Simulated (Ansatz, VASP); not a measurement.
Hg in VASP and in Ansatz

```
CELL_PARAMETERS angstrom
5.46670 0.00000 0.00000
-2.73335 4.73430 0.00000
0.00000 0.00000 3.18522
ATOMIC_POSITIONS crystal
Hg 0.33333 0.66667 0.50000
Hg 0.66667 0.33333 0.50000
Hg 0.00000 0.00000 0.00000
```

Alike in both runs: task relaxation of cell and atoms; functional PBE; k mesh 9 × 9 × 14; occupations gaussian, width 0.1 eV; no spin polarisation.

|  | VASP | Ansatz |
| --- | --- | --- |
| version | VASP 6.6.1 | Ansatz 0.2.0 |
| potentials or method | VASP PAW PBE potentials, release 64 (Hg), cutoff 600 eV | scalar-relativistic, plane waves, PAW |
| valence electrons in the cell | 36 | 60 |

|  | VASP | Ansatz | Ansatz less VASP |
| --- | --- | --- | --- |
| gap on the k mesh at the Fermi level, each at its own relaxed structure (eV) | none | none | - |
| relaxed volume (Å³/atom) | 30.01 | 29.57 | -0.446 |
| relaxed cell length with the largest relative difference (Å) | 5.595 | 5.560 | -0.0352 |

A gap of «none» marks a metal or a gap that the smearing closes. VASP's potentials hold 36 valence electrons a cell and Ansatz's 60, so a difference there can come from the potentials and not from the codes.

Neither program's run includes spin-orbit coupling.
